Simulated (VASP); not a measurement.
# Ru in VASP: notebook

The runs below take Ru through single point, with PBEsol.

All numbers are computed with VASP 6.6.1; they aren't measurements. Logs are shortened: lines on timing, memory, paths and dates and some standing lists are left out, and cuts for length are marked.

**1. The cell of the first run**

Symmetry: P6_3/mmc, No. 194, hexagonal system. Conventional cell: a = 2.654 Å, b = 2.654 Å, c = 4.252 Å, α = 90.00°, β = 90.00°, γ = 120.00°. Within 3.5 Å of Ru (site symmetry -6m2) lie 12 Ru at 2.62 to 2.65 Å.

**2. Single point, PBEsol**

File INCAR:

```
SYSTEM = Ru
ALGO = Normal
EDIFF = 1E-7
ENCUT = 520
GGA = PS
ISIF = 2
ISMEAR = 0
LASPH = .TRUE.
LCHARG = .FALSE.
LREAL = .FALSE.
LWAVE = .FALSE.
NBANDS = 21
NELM = 80
PREC = Accurate
SIGMA = 0.15
```

File KPOINTS:

```
k-points
0
G
  18 18 10
  0 0 0
```

File POSCAR:

```
Ru
1.0
    2.6539119460      0.0000000000      0.0000000000
   -1.3269559730      2.2983551647      0.0000000000
    0.0000000000      0.0000000000      4.2523798378
Ru
2
Direct
    0.3333333333      0.6666666667      0.2500000000
    0.6666666667      0.3333333333      0.7500000000
```

Potentials or basis: VASP PAW PBE potentials, release 64 (Ru_pv).

Command:

```console
cat potpaw_PBE.64/Ru_pv/POTCAR > POTCAR
mpirun -np 1 vasp_std > vasp.out
```

OUTCAR:

```text
SYSTEM = Ru
   EDIFF = 1E-7
   ENCUT = 520
   GGA = PS
   ISIF = 2
   ISMEAR = 0
   LASPH = .TRUE.
   LREAL = .FALSE.
   NELM = 80
   PREC = Accurate

 ion  position               nearest neighbor table
   1  0.333  0.667  0.250-   2 2.62   2 2.62   2 2.62   2 2.62   2 2.62   2 2.62
   2  0.667  0.333  0.750-   1 2.62   1 2.62   1 2.62   1 2.62   1 2.62   1 2.62

  LATTYP: Found a hexagonal cell.
 ALAT       =     2.6539119460
 C/A-ratio  =     1.6023063027

  Lattice vectors:

 A1 = (   2.6539119460,   0.0000000000,   0.0000000000)
 A2 = (  -1.3269559730,   2.2983551647,   0.0000000000)
 A3 = (   0.0000000000,   0.0000000000,   4.2523798378)

Analysis of symmetry for initial positions (statically):
=====================================================================
 Subroutine PRICEL returns:
 Original cell was already a primitive cell.

 Routine SETGRP: Setting up the symmetry group for a
 hexagonal supercell.

 Subroutine GETGRP returns: Found 24 space group operations
 (whereof 12 operations were pure point group operations)
 out of a pool of 24 trial point group operations.

The static configuration has the point symmetry D_3d.
 The point group associated with its full space group is D_6h.

Analysis of symmetry for dynamics (positions and initial velocities):
=====================================================================
 Subroutine PRICEL returns:
 Original cell was already a primitive cell.

 Routine SETGRP: Setting up the symmetry group for a
 hexagonal supercell.

 Subroutine GETGRP returns: Found 24 space group operations
 (whereof 12 operations were pure point group operations)
 out of a pool of 24 trial point group operations.

The dynamic configuration has the point symmetry D_3d.
 The point group associated with its full space group is D_6h.

 Subroutine INISYM returns: Found 24 space group operations
 (whereof 12 operations are pure point group operations),
 and found     1 'primitive' translations

----------------------------------------------------------------------------------------

                                     Primitive cell

  volume of cell :      25.9380

  direct lattice vectors                    reciprocal lattice vectors
     2.653911946  0.000000000  0.000000000     0.376802253  0.217546882  0.000000000
    -1.326955973  2.298355165  0.000000000     0.000000000  0.435093764  0.000000000
     0.000000000  0.000000000  4.252379838     0.000000000  0.000000000  0.235162436

  length of vectors
[... 80 lines left out ...]
   ENCUT  =  520.0 eV  38.22 Ry    6.18 a.u.   4.93  4.93  7.91*2*pi/ulx,y,z
   NELM   =     80;   NELMIN=  2; NELMDL= -5     # of ELM steps
   EDIFF  = 0.1E-06   stopping-criterion for ELM
   LREAL  =      F    real-space projection
   EDIFFG = 0.1E-05   stopping-criterion for IOM
   NSW    =      0    number of steps for IOM
   IBRION =     -1    ionic relax: 0-MD 1-quasi-New 2-CG
   NFREE  =      0    steps in history (QN), initial steepest desc. (CG)
   ISIF   =      2    stress and relaxation
   ISYM   =      2    0-nonsym 1-usesym 2-fastsym
   POTIM  = 0.5000    time-step for ionic-motion
   TEBEG  =    0.0;   TEEND  =   0.0 temperature during run
   PSTRESS=    0.0 pullay stress
   NELECT =      28.0000    total number of electrons
   NUPDOWN=      -1.0000    fix difference up-down
   EMIN   =  10.00;   EMAX   =-10.00  energy-range for DOS
   EFERMI =   0.00;   METHOD = LEGACY
   ISMEAR =     0;   SIGMA  =   0.15  broadening in eV -4-tet -1-fermi 0-gaus
   EFERMI_NEDOS =   21; number of points for ismear=-14 and -15
   IALGO  =     38    algorithm
   IMIX   =      4    mixing-type and parameters
     AMIX     =   0.40;   BMIX     =  1.00
     AMIX_MAG =   1.60;   BMIX_MAG =  1.00
  volume/ion in A,a.u.               =      12.97        87.52
  Fermi-wavevector in a.u.,A,eV,Ry     =   1.679380  3.173568 38.372739  2.820317
  Thomas-Fermi vector in A             =   2.763302
   LORBIT       =      0    0 simple, 1 ext, 2 COOP (PROOUT), +10 PAW based schemes
   GGA     = PS    functional components
   LHFCALC =     F    Hartree Fock is set to
   AEXX    =    0.0000 exact exchange contribution
   IVDW    =     0    specifies the selected vdW correction
   LEPSILON=     F    determine dielectric tensor
   LRPA    =     F    only Hartree local field effects (RPA)
 non-spin polarized calculation
 Gauss-broadening in eV      SIGMA  =   0.15
  energy-cutoff  :      520.00
  volume of cell :       25.94
 maximum number of plane-waves:       732
 NGX is ok and might be reduce to    20
   NGX =  9   NGY =  9   NGZ = 15

 number of electron      27.9999993 magnetization

 Free energy of the ion-electron system (eV)
  ---------------------------------------------------
  ext. energy  EPLUGINS =         0.00000000
  ---------------------------------------------------
  free energy    TOTEN  =       -20.32455315 eV

  energy without entropy =      -20.30702167  energy(sigma->0) =      -20.31578741

 E-fermi :  13.5526     XC(G=0): -14.5666

 val. band max:       13.5519376775   @ k =   0.2778  -0.0000   0.0000
 cond. band min:      13.5553640825   @ k =   0.1667   0.1111   0.3000
 fundamental gap:      0.0034264050
 Fermi energy:        13.5525943658

 k-point     1 :       0.0000    0.0000    0.0000
  band No.  band energies     occupation
      1     -30.2101      2.00000
      2     -29.1204      2.00000
      3     -29.1204      2.00000
      4     -28.9360      2.00000
      5     -28.9360      2.00000
      6     -28.9082      2.00000
[... 565 lines left out ...]
     20      23.7855      0.00000
     21      25.0799      0.00000

 [... further k-points ...]

------------------------ aborting loop because EDIFF is reached ----------------------------------------

  FORCE on cell =-STRESS in cart. coord.  units (eV):
  Direction    XX          YY          ZZ          XY          YZ          ZX
  --------------------------------------------------------------------------------------
  -------------------------------------------------------------------------------------
  Total        1.9293640      1.9293640      0.8652408     -0.0000000      0.0000000      0.0000000
  in kB      119.1760678    119.1760678     53.4455889     -0.0000000      0.0000000      0.0000000
  external PRESSURE =      97.2659082 kB  Pullay stress =       0.0000000 kB

 VOLUME and BASIS-vectors are now :
 -----------------------------------------------------------------------------
  energy-cutoff  :      520.00
  volume of cell :       25.94
      direct lattice vectors                 reciprocal lattice vectors
     2.653911946  0.000000000  0.000000000     0.376802253  0.217546882  0.000000000
    -1.326955973  2.298355165  0.000000000     0.000000000  0.435093764  0.000000000
     0.000000000  0.000000000  4.252379838     0.000000000  0.000000000  0.235162436

 POSITION                                       TOTAL-FORCE (eV/Angst)
 -----------------------------------------------------------------------------------
     -0.00000      1.53224      1.06309         0.000000     -0.000000      0.000000
      1.32696      0.76612      3.18928        -0.000000      0.000000      0.000000
 -----------------------------------------------------------------------------------
    total drift:                               -0.000000      0.000000     -0.000000

  FREE ENERGIE OF THE ION-ELECTRON SYSTEM (eV)
  ---------------------------------------------------
  free  energy   TOTEN  =       -20.3245531495 eV

  energy  without entropy=      -20.3070216721  energy(sigma->0) =      -20.31578741
```

OSZICAR:

```text
N       E                     dE             d eps       ncg     rms          rms(c)
DAV:   1     0.288490012644E+03    0.28849E+03   -0.17579E+04  9348   0.150E+03
DAV:   2    -0.159222396523E+02   -0.30441E+03   -0.29505E+03  9547   0.449E+02
DAV:   3    -0.218312646763E+02   -0.59090E+01   -0.58764E+01 11039   0.702E+01
DAV:   4    -0.218739365673E+02   -0.42672E-01   -0.42616E-01 11498   0.576E+00
DAV:   5    -0.218744413067E+02   -0.50474E-03   -0.50163E-03 10688   0.564E-01    0.215E+01
DAV:   6    -0.204318230872E+02    0.14426E+01   -0.31305E+00 11044   0.173E+01    0.600E+00
DAV:   7    -0.203360823721E+02    0.95741E-01   -0.64454E-01 10504   0.576E+00    0.100E+00
DAV:   8    -0.203260461235E+02    0.10036E-01   -0.15432E-02 10259   0.127E+00    0.514E-01
DAV:   9    -0.203245386344E+02    0.15075E-02   -0.13173E-03 10732   0.397E-01    0.313E-02
DAV:  10    -0.203245538751E+02   -0.15241E-04   -0.48967E-05 10442   0.733E-02    0.166E-02
DAV:  11    -0.203245531392E+02    0.73594E-06   -0.42356E-06 10594   0.202E-02    0.132E-03
DAV:  12    -0.203245531495E+02   -0.10312E-07   -0.27430E-07  9992   0.465E-03
   1 F= -.20324553E+02 E0= -.20315787E+02  d E =-.175315E-01
```

stdout:

```text
POSCAR found type information on POSCAR Ru
 POSCAR found :  1 types and       2 ions
 scaLAPACK will be used
 -----------------------------------------------------------------------------
|                                                                             |
|                                                                             |
|     You enforced a specific xc type in the INCAR file but a different       |
|     I HOPE YOU KNOW WHAT YOU ARE DOING!                                     |
|                                                                             |
 -----------------------------------------------------------------------------

 LDA part: xc-table for (Slater+PW92), standard interpolation
 POSCAR, INCAR and KPOINTS ok, starting setup
 FFT: planning ... GRIDC
 FFT: planning ... GRID_SOFT
 FFT: planning ... GRID
 WAVECAR not read
 entering main loop
```

Wall time 33 s (1 thread of Intel Xeon 6975P-C (Granite Rapids), shared host); peak memory 0.21 GiB.

Results:

| Quantity | Value |
| --- | --- |
| Free energy | -20.3246 eV |
| Pressure | 9.7 GPa |
| Band gap on the k mesh | zero (band 14 reaches 15.20 eV, above the bottom of band 15 at 11.85 eV) |

Caveat: the PAW data sets were made with another functional, which shifts forces and pressure a little.

[end of part 1 of 3]
